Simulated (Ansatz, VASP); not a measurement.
Ca: VASP beside Ansatz

```
Ca
1.0
    -2.09649    2.10173    2.44535
     2.09649   -2.10173    2.44535
     2.09649    2.10173   -2.44535
Ca
1
Direct
  0.50000 0.50000 0.00000
```

Alike in both runs: task single point; functional PBE; k mesh 9 × 9 × 9; occupations gaussian, width 0.02 eV; no spin polarisation.

```csv
,VASP,Ansatz
version,VASP 6.6.1,Ansatz 0.2.0
potentials or method,"VASP PAW PBE potentials, release 64 (Ca_sv), cutoff 520 eV","all-electron LAPW, scalar-relativistic"
```

```csv
,VASP,Ansatz,Ansatz less VASP
gap on the k mesh at the Fermi level (eV),none,none,-
pressure (GPa),-0.4,-0.4,-0.01
"traceless stress, the component that is largest in VASP (GPa)",0.15,0.15,0.000
```

A gap of «none» marks a metal or a gap that the smearing closes. Ansatz ran all-electron here, and VASP with PAW potentials.
